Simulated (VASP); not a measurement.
# Be3TeSe2 (P3m1) in VASP: notebook, part 2 of 2

VASP 6.6.1.

## (3) Single point, PBE

This run uses another cell than the first one, of 21.77 Å³/atom.

The input, INCAR:

```
SYSTEM = Be3TeSe2
  PREC = Accurate
  ENCUT = 520
  EDIFF = 1E-6
  ISMEAR = 0
  SIGMA = 0.1
  LREAL = .FALSE.
  LASPH = .TRUE.
  NELM = 60
  ALGO = Normal
  ISIF = 2
  LWAVE = .FALSE.
  LCHARG = .FALSE.
  GGA = PE
  NBANDS = 21
```

The input, KPOINTS:

```
Automatic mesh
0
G
  6 6 2
  0 0 0
```

The input, POSCAR:

```
Be3TeSe2
1.0
    4.1573888500      0.0000000000      0.0000000000
   -2.0786944200      3.6004043600      0.0000000000
    0.0000000000      0.0000000000      8.7281137500
Be Te Se
3 1 2
Direct
    0.0000000000      0.0000000000      0.7003388400
    0.3333333300      0.6666666700      0.4020410700
    0.6666666700      0.3333333300      0.7292625700
    0.0000000000      0.0000000000      0.3071825200
    0.3333333300      0.6666666700      0.0376285600
    0.0000000000      0.0000000000      0.0386466800
```

Potentials or basis: VASP PAW PBE potentials, release 64 (Be, Te, Se).

The run is started by

```
$ cat potpaw_PBE.64/Be/POTCAR potpaw_PBE.64/Te/POTCAR potpaw_PBE.64/Se/POTCAR > POTCAR
$ mpirun -np 1 vasp_std > vasp.out
```

OUTCAR:

```text
SYSTEM = Be3TeSe2
   PREC = Accurate
   ENCUT = 520
   EDIFF = 1E-6
   ISMEAR = 0
   LREAL = .FALSE.
   LASPH = .TRUE.
   NELM = 60
   ISIF = 2
   GGA = PE

 ion  position               nearest neighbor table
   1  0.000  0.000  0.700-
   2  0.333  0.667  0.402-   4 2.54   4 2.54   4 2.54
   3  0.667  0.333  0.729-
   4  0.000  0.000  0.307-   6 2.34   2 2.54   2 2.54   2 2.54
   5  0.333  0.667  0.038-   6 2.40   6 2.40   6 2.40
   6  0.000  0.000  0.039-   4 2.34   5 2.40   5 2.40   5 2.40

  LATTYP: Found a hexagonal cell.
 ALAT       =     4.1573888500
 C/A-ratio  =     2.0994220327

  Lattice vectors:

 A1 = (   4.1573888500,   0.0000000000,   0.0000000000)
 A2 = (  -2.0786944200,   3.6004043600,   0.0000000000)
 A3 = (   0.0000000000,   0.0000000000,   8.7281137500)

Analysis of symmetry for initial positions (statically):
=====================================================================
 Subroutine PRICEL returns:
 Original cell was already a primitive cell.

 Routine SETGRP: Setting up the symmetry group for a
 hexagonal supercell.

 Subroutine GETGRP returns: Found  6 space group operations
 (whereof  6 operations were pure point group operations)
 out of a pool of 24 trial point group operations.

The static configuration has the point symmetry C_3v.

Analysis of symmetry for dynamics (positions and initial velocities):
=====================================================================
 Subroutine PRICEL returns:
 Original cell was already a primitive cell.

 Routine SETGRP: Setting up the symmetry group for a
 hexagonal supercell.

 Subroutine GETGRP returns: Found  6 space group operations
 (whereof  6 operations were pure point group operations)
 out of a pool of 24 trial point group operations.
[... 115 lines left out ...]
   IALGO  =     38    algorithm
   IMIX   =      4    mixing-type and parameters
     AMIX     =   0.40;   BMIX     =  1.00
     AMIX_MAG =   1.60;   BMIX_MAG =  1.00
  volume/ion in A,a.u.               =      21.77       146.94
  Fermi-wavevector in a.u.,A,eV,Ry     =   0.930639  1.758652 11.783849  0.866089
  Thomas-Fermi vector in A             =   2.057048
   LORBIT       =      0    0 simple, 1 ext, 2 COOP (PROOUT), +10 PAW based schemes
   GGA     = PE    functional components
   LHFCALC =     F    Hartree Fock is set to
   AEXX    =    0.0000 exact exchange contribution
   IVDW    =     0    specifies the selected vdW correction
   LEPSILON=     F    determine dielectric tensor
   LRPA    =     F    only Hartree local field effects (RPA)
 non-spin polarized calculation
 Gauss-broadening in eV      SIGMA  =   0.10
  energy-cutoff  :      520.00
  volume of cell :      130.64
 maximum number of plane-waves:      3548
 NGX is ok and might be reduce to    32
   NGX = 15   NGY = 15   NGZ = 33

 number of electron      23.9999999 magnetization

 Free energy of the ion-electron system (eV)
  ---------------------------------------------------
  ext. energy  EPLUGINS =         0.00000000
  ---------------------------------------------------
  free energy    TOTEN  =       -14.14133156 eV

  energy without entropy =      -14.12285172  energy(sigma->0) =      -14.13209164

 E-fermi :   4.2375     XC(G=0):  -8.8768

 val. band max:        4.2157418481   @ k =   0.1667   0.0000   0.0000
 cond. band min:       4.2713099046   @ k =   0.1667   0.1667   0.0000
 fundamental gap:      0.0555680565
 Fermi energy:         4.2374728104

 k-point     1 :       0.0000    0.0000    0.0000
  band No.  band energies     occupation
      1     -13.6660      2.00000
      2      -8.7119      2.00000
      3      -5.8697      2.00000
      4      -2.9143      2.00000
      5      -2.1708      2.00000
      6      -2.1708      2.00000
[... 325 lines left out ...]
     20       9.3677      0.00000
     21       9.4734      0.00000

------------------------ aborting loop because EDIFF is reached ----------------------------------------

  FORCE on cell =-STRESS in cart. coord.  units (eV):
  Direction    XX          YY          ZZ          XY          YZ          ZX
  --------------------------------------------------------------------------------------
  -------------------------------------------------------------------------------------
  Total        4.7345221      4.7345221      8.5251023      0.0000000     -0.0000000     -0.0000000
  in kB       58.0623223     58.0623224    104.5485127      0.0000001     -0.0000000     -0.0000000
  external PRESSURE =      73.5577192 kB  Pullay stress =       0.0000000 kB

 VOLUME and BASIS-vectors are now :
 -----------------------------------------------------------------------------
  energy-cutoff  :      520.00
  volume of cell :      130.64
      direct lattice vectors                 reciprocal lattice vectors
     4.157388850  0.000000000  0.000000000     0.240535595  0.138873290  0.000000000
    -2.078694420  3.600404360  0.000000000     0.000000000  0.277746581  0.000000000
     0.000000000  0.000000000  8.728113750     0.000000000  0.000000000  0.114572292

 POSITION                                       TOTAL-FORCE (eV/Angst)
 -----------------------------------------------------------------------------------
      0.00000      0.00000      6.11264         0.000000     -0.000000      0.012541
     -0.00000      2.40027      3.50906         0.000000     -0.000000     -0.218379
      2.07869      1.20013      6.36509         0.000000     -0.000000     -0.322881
      0.00000      0.00000      2.68112         0.000000     -0.000000      6.879866
     -0.00000      2.40027      0.32843        -0.000000      0.000000     -0.975132
      0.00000      0.00000      0.33731        -0.000000      0.000000     -5.376014
 -----------------------------------------------------------------------------------
    total drift:                                0.000007     -0.000004      0.000013

  FREE ENERGIE OF THE ION-ELECTRON SYSTEM (eV)
  ---------------------------------------------------
  free  energy   TOTEN  =       -14.1413315623 eV

  energy  without entropy=      -14.1228517161  energy(sigma->0) =      -14.13209164
```

OSZICAR:

```text
N       E                     dE             d eps       ncg     rms          rms(c)
DAV:   1     0.871466339965E+02    0.87147E+02   -0.89282E+03   588   0.926E+02
DAV:   2    -0.671561756991E+01   -0.93862E+02   -0.89616E+02   729   0.151E+02
DAV:   3    -0.145618140485E+02   -0.78462E+01   -0.76625E+01   792   0.456E+01
DAV:   4    -0.146957872785E+02   -0.13397E+00   -0.13362E+00   730   0.646E+00
DAV:   5    -0.146980367448E+02   -0.22495E-02   -0.22487E-02   767   0.878E-01    0.120E+01
DAV:   6    -0.142098700786E+02    0.48817E+00   -0.33501E+00   748   0.487E+00    0.797E+00
DAV:   7    -0.142173425021E+02   -0.74724E-02   -0.14974E+00   727   0.308E+00    0.485E+00
DAV:   8    -0.141472195084E+02    0.70123E-01   -0.45344E-01   719   0.218E+00    0.538E-01
DAV:   9    -0.141415347991E+02    0.56847E-02   -0.49804E-02   673   0.793E-01    0.347E-01
DAV:  10    -0.141413488194E+02    0.18598E-03   -0.53721E-03   780   0.285E-01    0.109E-01
DAV:  11    -0.141413083190E+02    0.40500E-04   -0.57166E-04   719   0.117E-01    0.504E-02
DAV:  12    -0.141413331966E+02   -0.24878E-04   -0.10264E-04   734   0.466E-02    0.167E-02
DAV:  13    -0.141413310939E+02    0.21027E-05   -0.17122E-05   764   0.153E-02    0.691E-03
DAV:  14    -0.141413315623E+02   -0.46842E-06   -0.20030E-06   595   0.632E-03
   1 F= -.14141332E+02 E0= -.14132092E+02  d E =-.184798E-01
```

stdout:

```text
POSCAR found type information on POSCAR BeTeSe
 POSCAR found :  3 types and       6 ions
 scaLAPACK will be used
 LDA part: xc-table for (Slater+PW92), standard interpolation
 POSCAR, INCAR and KPOINTS ok, starting setup
 FFT: planning ... GRIDC
 FFT: planning ... GRID_SOFT
 FFT: planning ... GRID
 WAVECAR not read
 entering main loop
```

Run time: 20 s. Hardware: 1 thread of Intel Xeon 6975P-C (Granite Rapids), shared host; peak memory 0.25 GiB.

What came out:

```yaml
Free_energy: -14.1413 eV
Pressure: 7.4 GPa
Largest_force: 6.880 eV/Å
Band_gap_on_the_k_mesh: zero (bands 12 and 13 overlap by 1.59 eV)
```

Forces on the atoms (eV/Å):
```
Be   0.000  0.000  0.013
Be   0.000  0.000 -0.218
Be   0.000  0.000 -0.323
Te   0.000  0.000  6.880
Se   0.000  0.000 -0.975
Se   0.000  0.000 -5.376
```

Caveat: the cell stands under pressure; spin-orbit coupling is left out, which moves the levels of the heavy elements; forces of over 1 eV/Å act on the atoms, so gaps and moduli don't describe the material at rest.

## (4) Relaxation of cell and atoms, PBE

This run uses another cell than the first one, of 21.77 Å³/atom.

The input, INCAR:

```
SYSTEM = Be3TeSe2
  PREC = Accurate
  ENCUT = 600
  EDIFF = 1E-7
  ISMEAR = 0
  SIGMA = 0.1
  LREAL = .False.
  LASPH = .True.
  NELM = 100
  ALGO = Normal
  ISIF = 3
  LWAVE = .False.
  LCHARG = .False.
  GGA = PE
  IBRION = 2
  NSW = 90
  EDIFFG = -0.04
```

The input, KPOINTS:

```
regular mesh
0
Gamma
  6 6 2
  0 0 0
```

POSCAR is that of step 3.

The run is started by

```
$ cat potpaw_PBE.64/Be/POTCAR potpaw_PBE.64/Te/POTCAR potpaw_PBE.64/Se/POTCAR > POTCAR
$ mpirun -np 1 vasp_std > vasp.out
```

It took 15 min on 1 thread of Intel Xeon 6975P-C (Granite Rapids), shared host; peak memory 0.33 GiB.

The run converged. Its results:

| Property | Result |
| --- | --- |
| Free energy | -21.2804 eV |
| Relaxed volume | 20.89 Å³/atom |
| Relaxed cell | a = 3.634 Å, b = 3.634 Å, c = 10.959 Å, α = 90.00°, β = 90.00°, γ = 120.00° |
| Space group after relaxing (to 0.1 Å) | P3m1 (No. 156) |
| Energy gained by relaxing | 1189.8 meV/atom |
| Ionic steps | 50 |
| Pressure after relaxing | 0.0 GPa |
| Largest force after relaxing | 0.032 eV/Å |
| Band gap on the k mesh | zero (bands 12 and 13 overlap by 1.65 eV) |

Forces in eV/Å, atoms in the order of the input:
```
Be   0.000  0.000  0.001
Be   0.000  0.000  0.032
Be   0.000  0.000 -0.007
Te   0.000  0.000 -0.027
Se   0.000  0.000  0.015
Se   0.000  0.000 -0.014
```

Step by step:
| step | energy change (eV) | largest force (eV/Å) | pressure (GPa) | volume (Å³) |
| --- | --- | --- | --- | --- |
| 1 | 0.0000 | 6.8795 | 7.36 | 130.64 |
| 3 | -1.9497 | 1.4371 | -3.18 | 152.36 |
| 5 | -1.9990 | 1.1528 | -4.76 | 164.20 |
| 7 | -2.4704 | 1.4393 | -0.96 | 145.47 |
| 9 | -2.9753 | 1.8206 | 2.01 | 132.36 |
| 11 | -3.2641 | 1.7270 | 1.72 | 130.15 |
| 13 | -3.5641 | 3.1236 | 2.71 | 126.64 |
| 15 | -3.8006 | 5.6804 | 2.57 | 127.61 |
| 17 | -4.5429 | 2.5035 | 0.51 | 131.09 |
| 19 | -4.5833 | 2.2894 | 0.52 | 131.58 |
| 21 | -4.7672 | 1.8009 | -0.20 | 132.37 |
| 23 | -5.0895 | 1.6384 | -2.62 | 133.37 |
| 25 | -5.6132 | 1.2985 | -0.20 | 125.45 |
| 27 | -5.7305 | 1.3767 | 1.49 | 121.92 |
| 29 | -5.8862 | 1.6168 | 2.65 | 119.45 |
| 31 | -6.3965 | 2.0193 | 2.06 | 118.43 |
| 33 | -6.8406 | 1.4651 | -1.35 | 121.16 |
| 35 | -6.9668 | 0.4737 | 1.01 | 118.02 |
| 37 | -7.0292 | 0.4215 | -0.23 | 121.67 |
| 39 | -7.0591 | 0.3870 | -0.29 | 122.78 |
| 41 | -7.1174 | 0.1983 | -0.23 | 124.44 |
| 43 | -7.1237 | 0.2165 | -0.02 | 124.35 |
| 45 | -7.1315 | 0.1234 | 0.14 | 124.51 |
| 47 | -7.1380 | 0.0978 | -0.20 | 125.64 |
| 49 | -7.1386 | 0.0528 | 0.05 | 125.27 |
| 50 | -7.1387 | 0.0323 | 0.01 | 125.32 |

Final structure:
```
Be Te Se
1.0
     3.63377    0.00000    0.00000
    -1.81688    3.14694    0.00000
     0.00000    0.00000   10.95940
Be Te Se
3 1 2
Direct
  0.00000 0.00000 0.65514
  0.33333 0.66667 0.34053
  0.66667 0.33333 0.77588
  0.00000 0.00000 0.44303
  0.33333 0.66667 0.15016
  0.00000 0.00000 0.85035
```

Levels at points of the mesh, in eV from the Fermi level:
```tsv
k point	band 9	band 10	band 11	band 12	band 13	band 14	band 15	band 16
(0.00, 0.00, 0.00)	0.11	0.11	0.52	1.09	1.09	3.24	4.26	4.26
(0.50, 0.00, 0.00)	-2.46	-1.99	-1.71	-1.01	0.22	2.40	3.35	3.64
(0.00, 0.00, 0.50)	0.10	0.10	1.10	1.10	1.26	3.24	4.21	4.21
(0.50, 0.00, 0.50)	-2.39	-2.09	-1.72	-0.79	0.24	2.19	3.31	3.56
```

Caveat: a cell axis changed by over 15 % at a fixed basis, so the end point is rough; spin-orbit coupling is left out, which moves the levels of the heavy elements; this functional lacks dispersion, which binds the layers, so the pressure and a relaxed spacing across them are unreliable.

## (5) Single point, PBE

This run uses another cell than the first one, of 21.14 Å³/atom.

The input, INCAR:

```
PREC = Accurate
ENCUT = 520
EDIFF = 1E-6
ISMEAR = 0
SIGMA = 0.1
LREAL = False
LASPH = True
NELM = 100
ALGO = Normal
ISIF = 2
LWAVE = False
LCHARG = False
GGA = PE
NBANDS = 21
```

The input, KPOINTS:

```
regular mesh
0
Gamma
  12 12 4
```

The input, POSCAR:

```
Be3TeSe2
1.0
    3.6593934423      0.0000000000      0.0000000000
   -1.8296967211      3.1691276835      0.0000000000
    0.0000000000      0.0000000000     10.9383492097
Be Te Se
3 1 2
Direct
    0.0000000000      0.0000000000      0.6529107090
    0.3333333333      0.6666666667      0.3441666125
    0.6666666667      0.3333333333      0.7750324547
    0.0000000000      0.0000000000      0.4413844025
    0.3333333333      0.6666666667      0.1534578131
    0.0000000000      0.0000000000      0.8481482482
```

The run is started by

```
$ cat potpaw_PBE.64/Be/POTCAR potpaw_PBE.64/Te/POTCAR potpaw_PBE.64/Se/POTCAR > POTCAR
$ mpirun -np 1 vasp_std > vasp.out
```

Run time: 92 s. Hardware: 1 thread of Intel Xeon 6975P-C (Granite Rapids), shared host; peak memory 0.35 GiB.

The run converged. Its results:

- Free energy: -21.2836 eV
- Pressure: 0.1 GPa
- Largest force: 0.035 eV/Å
- Band gap on the k mesh: zero (bands 12 and 13 overlap by 1.62 eV)

Forces on the atoms (eV/Å):
```
Be   0.000  0.000  0.003
Be   0.000  0.000 -0.006
Be   0.000  0.000 -0.013
Te   0.000  0.000 -0.003
Se   0.000  0.000 -0.016
Se   0.000  0.000  0.035
```

Levels at points of the mesh, in eV from the Fermi level:
```tsv
k point	band 10	band 11	band 12	band 13	band 14	band 15
(0.00, 0.00, 0.00)	-0.05	0.49	0.96	0.96	2.95	4.03
(0.50, 0.00, 0.00)	-2.01	-1.83	-1.07	0.13	2.22	3.30
(0.00, 0.00, 0.50)	-0.06	0.97	0.97	1.21	2.95	3.99
(0.50, 0.00, 0.50)	-2.09	-1.83	-0.85	0.15	2.06	3.20
```

Caveat: spin-orbit coupling is left out, which moves the levels of the heavy elements; this functional lacks dispersion, which binds the layers, so the pressure and a relaxed spacing across them are unreliable.

## (6) Relaxation of cell and atoms, PBE

The input, INCAR:

```
PREC = Accurate
ENCUT = 600
EDIFF = 1E-6
ISMEAR = 0
SIGMA = 0.1
LREAL = False
LASPH = True
NELM = 100
ALGO = Normal
ISIF = 3
LWAVE = False
LCHARG = False
GGA = PE
IBRION = 2
NSW = 100
EDIFFG = -0.01
```

The input, KPOINTS:

```
Automatic mesh
0
Gamma
  12 12 4
```

The input, POSCAR:

```
Be3TeSe2
1.0
    3.6348283994      0.0000000000      0.0000000000
   -1.8174141997      3.1478537323      0.0000000000
    0.0000000000      0.0000000000     10.9762932852
Be Te Se
3 1 2
Direct
    0.0000000000      0.0000000000      0.6544819019
    0.3333333333      0.6666666667      0.3418078251
    0.6666666667      0.3333333333      0.7749371849
    0.0000000000      0.0000000000      0.4430888782
    0.3333333333      0.6666666667      0.1517220006
    0.0000000000      0.0000000000      0.8490624492
```

Potentials or basis: VASP PAW PBE potentials, release 64 (Be, Te, Se).

The run is started by

```
$ cat potpaw_PBE.64/Be/POTCAR potpaw_PBE.64/Te/POTCAR potpaw_PBE.64/Se/POTCAR > POTCAR
$ mpirun -np 1 vasp_std > vasp.out
```

It took 8 min on 1 thread of Intel Xeon 6975P-C (Granite Rapids), shared host; peak memory 0.42 GiB.

It converged, with:

```yaml
Free_energy: -21.2838 eV
Relaxed_volume: 21.13 Å³/atom
Relaxed_cell: a = 3.662 Å, b = 3.662 Å, c = 10.918 Å, α = 90.00°, β = 90.00°, γ = 120.00°
Space_group_after_relaxing_to_0.1_Å: P3m1 (No. 156)
Energy_gained_by_relaxing: 1.0 meV/atom
Ionic_steps: 11
Pressure_after_relaxing: 0.0 GPa
Largest_force_after_relaxing: 0.004 eV/Å
Band_gap_on_the_k_mesh: zero (bands 12 and 13 overlap by 1.61 eV)
```

Forces on the atoms (eV/Å):
```
Be   0.000  0.000 -0.004
Be   0.000  0.000  0.000
Be   0.000  0.000  0.003
Te   0.000  0.000  0.002
Se   0.000  0.000  0.003
Se   0.000  0.000 -0.004
```

The path:
```tsv
step	energy change (eV)	largest force (eV/Å)	pressure (GPa)	volume (Å³)
1	0.0000	0.0909	0.23	125.59
2	-0.0030	0.0962	0.09	126.12
3	-0.0047	0.1083	-0.13	127.02
4	-0.0056	0.0350	-0.09	126.97
5	-0.0057	0.0332	-0.09	126.97
6	-0.0058	0.0131	0.02	126.68
7	-0.0058	0.0128	0.04	126.67
8	-0.0059	0.0144	0.02	126.70
9	-0.0059	0.0141	0.02	126.70
10	-0.0059	0.0125	0.02	126.70
11	-0.0059	0.0041	0.01	126.78
```

Final structure:
```cif
data_structure
_symmetry_space_group_name_H-M 'P 1'
_symmetry_Int_Tables_number 1
_cell_length_a 3.6617
_cell_length_b 3.6617
_cell_length_c 10.9184
_cell_angle_alpha 90.000
_cell_angle_beta 90.000
_cell_angle_gamma 120.000
_cell_volume 126.78
loop_
_atom_site_label
_atom_site_type_symbol
_atom_site_fract_x
_atom_site_fract_y
_atom_site_fract_z
_atom_site_occupancy
Be1 Be 0.00000 0.00000 0.65334 1
Be2 Be 0.33333 0.66667 0.34355 1
Be3 Be 0.66667 0.33333 0.77555 1
Te1 Te 0.00000 0.00000 0.44113 1
Se1 Se 0.33333 0.66667 0.15240 1
Se2 Se 0.00000 0.00000 0.84913 1
```

Levels at points of the mesh, in eV from the Fermi level:
| k point | band 9 | band 10 | band 11 | band 12 | band 13 | band 14 | band 15 | band 16 |
| --- | --- | --- | --- | --- | --- | --- | --- | --- |
| (0.00, 0.00, 0.00) | -0.05 | -0.05 | 0.49 | 0.96 | 0.96 | 2.95 | 4.03 | 4.03 |
| (0.50, 0.00, 0.00) | -2.46 | -2.01 | -1.82 | -1.07 | 0.12 | 2.22 | 3.30 | 3.50 |
| (0.00, 0.00, 0.50) | -0.06 | -0.06 | 0.97 | 0.97 | 1.22 | 2.95 | 3.99 | 3.99 |
| (0.50, 0.00, 0.50) | -2.43 | -2.09 | -1.83 | -0.84 | 0.15 | 2.06 | 3.20 | 3.42 |

Caveat: spin-orbit coupling is left out, which moves the levels of the heavy elements; this functional lacks dispersion, which binds the layers, so the pressure and a relaxed spacing across them are unreliable.

## (7) The runs side by side

```csv
task,cell,k mesh,cutoff (eV),gap on the mesh (eV),pressure (GPa),relaxed volume (Å³/atom),largest force (eV/Å)
single point,"a = 3.635, b = 3.635, c = 10.976 Å, angles 90.0, 90.0, 120.0°, 6 atoms, atomic positions A",6 × 6 × 2,520,none,0.1,-,0.03
single point,"a = 4.157, b = 4.157, c = 8.728 Å, angles 90.0, 90.0, 120.0°, 6 atoms, atomic positions B",6 × 6 × 2,520,none,7.4,-,6.88
relaxation of cell and atoms,"relaxed from a = 4.157, b = 4.157, c = 8.728 Å, angles 90.0, 90.0, 120.0°, 6 atoms, atomic positions B",6 × 6 × 2,600,none,0.0,20.89,0.03
single point,"a = 3.659, b = 3.659, c = 10.938 Å, angles 90.0, 90.0, 120.0°, 6 atoms, atomic positions C",12 × 12 × 4,520,none,0.1,-,0.03
relaxation of cell and atoms,"relaxed from a = 3.635, b = 3.635, c = 10.976 Å, angles 90.0, 90.0, 120.0°, 6 atoms, atomic positions A",12 × 12 × 4,600,none,0.0,21.13,-
```

Alike in all rows: level PBE; potentials or basis VASP PAW PBE potentials, release 64 (Be, Te, Se); no spin polarisation; smearing gaussian 0.1 eV.

Caveats: spin-orbit coupling is left out, which moves the levels of the heavy elements; this functional lacks dispersion, which binds the layers, so the pressure and a relaxed spacing across them are unreliable (at least some runs); the cell stands under pressure (at least some runs); forces of over 1 eV/Å act on the atoms, so gaps and moduli don't describe the material at rest (at least some runs); a cell axis changed by over 15 % at a fixed basis, so the end point is rough (at least some runs).

Total energies depend on the potentials used, so only differences within one code and one set of settings carry meaning.
